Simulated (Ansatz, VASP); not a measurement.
## Two plane-wave programs on Lu

```
Lu
1.0
    -1.97366    1.97366    1.97366
     1.97366   -1.97366    1.97366
     1.97366    1.97366   -1.97366
Lu
1
Direct
  0.00000 0.00000 0.00000
```

Alike in both runs: task single point; functional revPBE; k mesh 13 × 13 × 13; occupations fermi-dirac, width 0.1 eV; no spin polarisation.

|  | VASP | Ansatz |
| --- | --- | --- |
| version | VASP 6.6.1 | Ansatz 0.2.0 |
| potentials or method | VASP PAW PBE potentials, release 64 (Lu), cutoff 520 eV | plane waves (420 eV) with PAW, scalar-relativistic |
| valence electrons in the cell | 25 | 25 |

VASP gave:

```
pressure (GPa) : 0.1
```

Question: Which values does Ansatz return?

Answer: Pressure (GPa): 0.0.

VASP's potentials were made for PBE, not for revPBE. With one functional, cell and mesh, what is left measures potentials, basis and numerics.

Spin-orbit coupling is off throughout.
